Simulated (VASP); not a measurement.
# TiN (Fm-3m) in VASP: further runs

TiN is run at these levels: PBEsol; tasks: single point, relaxation of cell and atoms.

All numbers are computed with VASP 6.6.1; they aren't measurements. Logs are shortened: lines on timing, memory, paths and dates and some standing lists are left out, and cuts for length are marked.

**1. The cell of the first run**

It takes space group Fm-3m (No. 225, cubic). Conventional cell: a = 4.088 Å, b = 4.088 Å, c = 4.088 Å, α = 90.00°, β = 90.00°, γ = 90.00°. Ti (site symmetry m-3m) has 6 N at 2.04 Å within 2.7 Å. Within 2.7 Å of N (site symmetry m-3m) lie 6 Ti at 2.04 Å.

**2. Single point, PBEsol**

The input, INCAR:

```
SYSTEM = TiN
ALGO = Normal
EDIFF = 1E-6
ENCUT = 520
GGA = PS
ISIF = 2
ISMEAR = 0
LASPH = .TRUE.
LCHARG = .TRUE.
LELF = .TRUE.
LREAL = .FALSE.
LVHAR = .TRUE.
LWAVE = .FALSE.
NBANDS = 16
NELM = 80
PREC = Accurate
SIGMA = 0.1
```

The input, KPOINTS:

```
k-points
0
G
  20 20 20
  0 0 0
```

The input, POSCAR:

```
TiN
1.0
    0.0000000000      2.0440785794      2.0440785794
    2.0440785794      0.0000000000      2.0440785794
    2.0440785794      2.0440785794      0.0000000000
Ti N
1 1
Direct
    0.0000000000      0.0000000000      0.0000000000
    0.5000000000      0.5000000000      0.5000000000
```

Potentials or basis: VASP PAW PBE potentials, release 64 (Ti_sv, N).

On the command line:

```sh
$ cat potpaw_PBE.64/Ti_sv/POTCAR potpaw_PBE.64/N/POTCAR > POTCAR
$ mpirun -np 1 vasp_std > vasp.out
```

OUTCAR:

```text
SYSTEM = TiN
   EDIFF = 1E-6
   ENCUT = 520
   GGA = PS
   ISIF = 2
   ISMEAR = 0
   LASPH = .TRUE.
   LREAL = .FALSE.
   NELM = 80
   PREC = Accurate

 ion  position               nearest neighbor table
   1  0.000  0.000  0.000-   2 2.04   2 2.04   2 2.04   2 2.04   2 2.04   2 2.04
   2  0.500  0.500  0.500-   1 2.04   1 2.04   1 2.04   1 2.04   1 2.04   1 2.04

  LATTYP: Found a face centered cubic cell.
 ALAT       =     4.0881571588

  Lattice vectors:

 A1 = (   0.0000000000,   2.0440785794,   2.0440785794)
 A2 = (   2.0440785794,   0.0000000000,   2.0440785794)
 A3 = (   2.0440785794,   2.0440785794,   0.0000000000)

Analysis of symmetry for initial positions (statically):
=====================================================================
 Subroutine PRICEL returns:
 Original cell was already a primitive cell.

 Routine SETGRP: Setting up the symmetry group for a
 face centered cubic supercell.

 Subroutine GETGRP returns: Found 48 space group operations
 (whereof 48 operations were pure point group operations)
 out of a pool of 48 trial point group operations.

The static configuration has the point symmetry O_h .

Analysis of symmetry for dynamics (positions and initial velocities):
=====================================================================
 Subroutine PRICEL returns:
 Original cell was already a primitive cell.

 Routine SETGRP: Setting up the symmetry group for a
 face centered cubic supercell.

 Subroutine GETGRP returns: Found 48 space group operations
 (whereof 48 operations were pure point group operations)
 out of a pool of 48 trial point group operations.

The dynamic configuration has the point symmetry O_h .

 Subroutine INISYM returns: Found 48 space group operations
 (whereof 48 operations are pure point group operations),
 and found     1 'primitive' translations

----------------------------------------------------------------------------------------

                                     Primitive cell

  volume of cell :      17.0814

  direct lattice vectors                    reciprocal lattice vectors
     0.000000000  2.044078579  2.044078579    -0.244608992  0.244608992  0.244608992
     2.044078579  0.000000000  2.044078579     0.244608992 -0.244608992  0.244608992
     2.044078579  2.044078579  0.000000000     0.244608992  0.244608992 -0.244608992

  length of vectors
     2.890763650  2.890763650  2.890763650     0.423675201  0.423675201  0.423675201

  position of ions in fractional coordinates (direct lattice)
     0.000000000  0.000000000  0.000000000
     0.500000000  0.500000000  0.500000000

  ion indices of the primitive-cell ions
   primitive index   ion index
                 1           1
                 2           2

----------------------------------------------------------------------------------------

 KPOINTS: k-points

Automatic generation of k-mesh.
 Grid dimensions read from file:
 generate k-points for:   20   20   20

 Generating k-lattice:

  Cartesian coordinates                     Fractional coordinates (reciprocal lattice)
    -0.012230450  0.012230450  0.012230450     0.050000000  0.000000000  0.000000000
     0.012230450 -0.012230450  0.012230450     0.000000000  0.050000000  0.000000000
     0.012230450  0.012230450 -0.012230450     0.000000000  0.000000000  0.050000000

  Length of vectors
     0.021183760  0.021183760  0.021183760

  Shift w.r.t. Gamma in fractional coordinates (k-lattice)
     0.000000000  0.000000000  0.000000000

 Subroutine IBZKPT returns following result:
 ===========================================

 Found    256 irreducible k-points:

 Following reciprocal coordinates:
            Coordinates               Weight
  0.000000  0.000000  0.000000      1.000000
  0.050000  0.000000  0.000000      8.000000
  0.100000  0.000000  0.000000      8.000000
  0.150000  0.000000  0.000000      8.000000
  0.200000  0.000000  0.000000      8.000000
  0.250000  0.000000  0.000000      8.000000
[... 16 lines left out ...]
 -0.400000  0.050000  0.000000     24.000000
 -0.350000  0.050000  0.000000     24.000000
 [... further k-points ...]
   k-points           NKPTS =    256   k-points in BZ     NKDIM =    256   number of bands    NBANDS=     16
   number of dos      NEDOS =    301   number of ions     NIONS =      2
   total plane-waves  NPLWV =  13824
   dimension x,y,z NGX =    24 NGY =   24 NGZ =   24
   dimension x,y,z NGXF=    48 NGYF=   48 NGZF=   48
   ions per type =               1   1
   NGX,Y,Z   is equivalent  to a cutoff of  13.80, 13.80, 13.80 a.u.
   NGXF,Y,Z  is equivalent  to a cutoff of  27.60, 27.60, 27.60 a.u.
 SYSTEM =  TiN
   PREC   = accura    normal or accurate (medium, high low for compatibility)
   ISTART =      0    job   : 0-new  1-cont  2-samecut
   ICHARG =      2    charge: 1-file 2-atom 10-const
   ISPIN  =      1    spin polarized calculation?
   LNONCOLLINEAR =      F non collinear calculations
   LSORBIT =      F    spin-orbit coupling
   LASPH  =      T    aspherical Exc in radial PAW
   ENCUT  =  520.0 eV  38.22 Ry    6.18 a.u.   5.37  5.37  5.37*2*pi/ulx,y,z
   NELM   =     80;   NELMIN=  2; NELMDL= -5     # of ELM steps
   EDIFF  = 0.1E-05   stopping-criterion for ELM
   LREAL  =      F    real-space projection
   EDIFFG = 0.1E-04   stopping-criterion for IOM
   NSW    =      0    number of steps for IOM
   IBRION =     -1    ionic relax: 0-MD 1-quasi-New 2-CG
   NFREE  =      0    steps in history (QN), initial steepest desc. (CG)
   ISIF   =      2    stress and relaxation
   ISYM   =      2    0-nonsym 1-usesym 2-fastsym
   POTIM  = 0.5000    time-step for ionic-motion
   TEBEG  =    0.0;   TEEND  =   0.0 temperature during run
   PSTRESS=    0.0 pullay stress
   NELECT =      17.0000    total number of electrons
   NUPDOWN=      -1.0000    fix difference up-down
   EMIN   =  10.00;   EMAX   =-10.00  energy-range for DOS
   EFERMI =   0.00;   METHOD = LEGACY
   ISMEAR =     0;   SIGMA  =   0.10  broadening in eV -4-tet -1-fermi 0-gaus
   EFERMI_NEDOS =   21; number of points for ismear=-14 and -15
   IALGO  =     38    algorithm
   IMIX   =      4    mixing-type and parameters
     AMIX     =   0.40;   BMIX     =  1.00
     AMIX_MAG =   1.60;   BMIX_MAG =  1.00
  volume/ion in A,a.u.               =       8.54        57.64
  Fermi-wavevector in a.u.,A,eV,Ry     =   1.634495  3.088747 36.348962  2.671573
  Thomas-Fermi vector in A             =   2.726124
   LORBIT       =      0    0 simple, 1 ext, 2 COOP (PROOUT), +10 PAW based schemes
   GGA     = PS    functional components
   LHFCALC =     F    Hartree Fock is set to
   AEXX    =    0.0000 exact exchange contribution
   IVDW    =     0    specifies the selected vdW correction
   LEPSILON=     F    determine dielectric tensor
   LRPA    =     F    only Hartree local field effects (RPA)
 non-spin polarized calculation
 Gauss-broadening in eV      SIGMA  =   0.10
  energy-cutoff  :      520.00
  volume of cell :       17.08
 maximum number of plane-waves:       477
 NGX is ok and might be reduce to    24
   NGX = 11   NGY = 11   NGZ = 11

 number of electron      17.0000003 magnetization

 Free energy of the ion-electron system (eV)
  ---------------------------------------------------
  ext. energy  EPLUGINS =         0.00000000
  ---------------------------------------------------
  free energy    TOTEN  =       -20.64738267 eV

  energy without entropy =      -20.64461761  energy(sigma->0) =      -20.64600014

 E-fermi :  12.8630     XC(G=0): -13.8455

 val. band max:       12.8583935993   @ k =   0.2500   0.0500   0.0000
 cond. band min:      12.8715290471   @ k =  -0.1500   0.1500   0.0000
 fundamental gap:      0.0131354479
 Fermi energy:        12.8629534892

 k-point     1 :       0.0000    0.0000    0.0000
  band No.  band energies     occupation
      1     -44.5921      2.00000
      2     -20.5693      2.00000
      3     -20.5693      2.00000
      4     -20.5693      2.00000
      5      -4.8456      2.00000
      6      10.7112      2.00000
[... 8 lines left out ...]
     15      26.2555      0.00000
     16      34.1831      0.00000

 k-point     2 :       0.0500    0.0000    0.0000
  band No.  band energies     occupation
      1     -44.5881      2.00000
      2     -20.5953      2.00000
      3     -20.5713      2.00000
      4     -20.5713      2.00000
      5      -4.7853      2.00000
      6      10.3651      2.00000
[... 8 lines left out ...]
     15      26.3344      0.00000
     16      34.0862      0.00000

 k-point     3 :       0.1000    0.0000    0.0000
  band No.  band energies     occupation
      1     -44.5768      2.00000
      2     -20.6700      2.00000
      3     -20.5769      2.00000
      4     -20.5769      2.00000
      5      -4.6085      2.00000
      6       9.6228      2.00000
[... 8 lines left out ...]
     15      26.5201      0.00000
     16      33.8572      0.00000

 k-point     4 :       0.1500    0.0000    0.0000
  band No.  band energies     occupation
      1     -44.5590      2.00000
      2     -20.7845      2.00000
      3     -20.5857      2.00000
      4     -20.5857      2.00000
      5      -4.3269      2.00000
      6       8.7353      2.00000
[... 8 lines left out ...]
     15      26.6826      0.00000
     16      33.3721      0.00000
[... 324 lines left out ...]
 k-point    22 :      -0.4500    0.0500    0.0000
  band No.  band energies     occupation
      1     -44.4298      2.00000
      2     -21.5350      2.00000
      3     -20.6664      2.00000
      4     -20.6480      2.00000
      5      -1.8900      2.00000
      6       4.1696      2.00000
[... 8 lines left out ...]
     15      27.9101      0.00000
     16      28.4456      0.00000

 k-point    23 :      -0.4000    0.0500    0.0000
  band No.  band energies     occupation
      1     -44.4389      2.00000
      2     -21.4842      2.00000
      3     -20.6664      2.00000
      4     -20.6390      2.00000
      5      -2.1116      2.00000
      6       4.4871      2.00000
[... 8 lines left out ...]
     15      27.6666      0.00000
     16      28.7188      0.00000

 k-point    24 :      -0.3500    0.0500    0.0000
  band No.  band energies     occupation
      1     -44.4549      2.00000
      2     -21.3943      2.00000
      3     -20.6620      2.00000
      4     -20.6275      2.00000
      5      -2.4694      2.00000
      6       5.0247      2.00000
[... 8 lines left out ...]
     15      27.2608      0.00000
     16      29.2805      0.00000

 [... further k-points ...]

------------------------ aborting loop because EDIFF is reached ----------------------------------------

  FORCE on cell =-STRESS in cart. coord.  units (eV):
  Direction    XX          YY          ZZ          XY          YZ          ZX
  --------------------------------------------------------------------------------------
  -------------------------------------------------------------------------------------
  Total        3.2526600      3.2526600      3.2526600      0.0000000      0.0000000      0.0000000
  in kB      305.0889619    305.0889619    305.0889619      0.0000000      0.0000000      0.0000000
  external PRESSURE =     305.0889619 kB  Pullay stress =       0.0000000 kB

 VOLUME and BASIS-vectors are now :
 -----------------------------------------------------------------------------
  energy-cutoff  :      520.00
  volume of cell :       17.08
      direct lattice vectors                 reciprocal lattice vectors
     0.000000000  2.044078579  2.044078579    -0.244608992  0.244608992  0.244608992
     2.044078579  0.000000000  2.044078579     0.244608992 -0.244608992  0.244608992
     2.044078579  2.044078579  0.000000000     0.244608992  0.244608992 -0.244608992

 POSITION                                       TOTAL-FORCE (eV/Angst)
 -----------------------------------------------------------------------------------
      0.00000      0.00000      0.00000        -0.000000      0.000000      0.000000
      2.04408      2.04408      2.04408         0.000000     -0.000000     -0.000000
 -----------------------------------------------------------------------------------
    total drift:                                0.000000     -0.000000     -0.000000

  FREE ENERGIE OF THE ION-ELECTRON SYSTEM (eV)
  ---------------------------------------------------
  free  energy   TOTEN  =       -20.6473826676 eV

  energy  without entropy=      -20.6446176059  energy(sigma->0) =      -20.64600014
```

Run time: 49 s. Hardware: 1 thread of Intel Xeon Platinum 8259CL at 2.50GHz (Skylake/Cascade Lake), shared host; peak memory 0.19 GiB.

What came out:

```yaml
Free_energy: -20.6474 eV
Pressure: 30.5 GPa
```

Caveat: the PAW data sets were made with another functional, which shifts forces and pressure a little.

**3. Relaxation of cell and atoms, PBEsol, target pressure 30 GPa, at which the enthalpy is minimised**

This run uses another cell than the first one, of 8.64 Å³/atom, 1.012 times its volume.

The input, INCAR:

```
SYSTEM = TiN
PREC = Accurate
ENCUT = 600
EDIFF = 1E-6
ISMEAR = 0
SIGMA = 0.1
LREAL = .FALSE.
LASPH = .TRUE.
NELM = 80
ALGO = Normal
ISIF = 3
LWAVE = .FALSE.
LCHARG = .FALSE.
GGA = PS
IBRION = 2
NSW = 80
EDIFFG = -0.005
PSTRESS = 300.0
```

The input, KPOINTS:

```
regular mesh
0
G
  20 20 20
  0 0 0
```

The input, POSCAR:

```
TiN
1.0
    0.0000000000      2.0523644226      2.0523644226
    2.0523644226      0.0000000000      2.0523644226
    2.0523644226      2.0523644226      0.0000000000
Ti N
1 1
Direct
    0.0000000000      0.0000000000      0.0000000000
    0.5000000000      0.5000000000      0.5000000000
```

Potentials or basis: VASP PAW PBE potentials, release 64 (Ti_sv, N).

On the command line:

```sh
$ cat potpaw_PBE.64/Ti_sv/POTCAR potpaw_PBE.64/N/POTCAR > POTCAR
$ mpirun -np 1 vasp_std > vasp.out
```

Run time: 98 s. Hardware: 1 thread of Intel Xeon Platinum 8259CL at 2.50GHz (Skylake/Cascade Lake), shared host; peak memory 0.2 GiB.

Results (log left out):

```yaml
Free_energy: -20.6525 eV
Relaxed_volume: 8.55 Å³/atom
Relaxed_cell: a = 2.892 Å, b = 2.892 Å, c = 2.892 Å, α = 60.00°, β = 60.00°, γ = 60.00°
Space_group_after_relaxing_to_0.05_Å: Fm-3m (No. 225)
Energy_change_on_relaxing_the_enthalpy_is_what_falls: +16.4 meV/atom
Ionic_steps: 3
Pressure_after_relaxing: 29.9 GPa
```

The path:
```
step  energy change (eV)  largest force (eV/Å)  pressure (GPa)  volume (Å³)
   1              0.0000                0.0000           25.36        17.29
   2              0.1275                0.0000           41.08        16.67
   3              0.0329                0.0000           29.95        17.10
```

Final structure:
```
CELL_PARAMETERS angstrom
0.00000 2.04480 2.04480
2.04480 0.00000 2.04480
2.04480 2.04480 0.00000
ATOMIC_POSITIONS crystal
Ti 0.00000 0.00000 0.00000
N 0.50000 0.50000 0.50000
```

Levels at points of the mesh, in eV from the Fermi level:
```csv
k point,band 5,band 6,band 7,band 8,band 9,band 10,band 11,band 12
"(0.00, 0.00, 0.00)",-17.70,-2.15,-2.15,-2.15,-0.74,-0.74,-0.74,0.68
"(0.50, 0.00, 0.00)",-14.67,-8.81,-6.09,-6.09,2.03,2.03,2.83,6.55
"(0.50, 0.50, 0.00)",-16.26,-6.05,-3.62,-3.35,-3.35,1.95,2.87,2.87
```

Caveat: the cell is relaxed towards a set pressure, so the enthalpy falls and the energy may rise; the PAW data sets were made with another functional, which shifts forces and pressure a little.
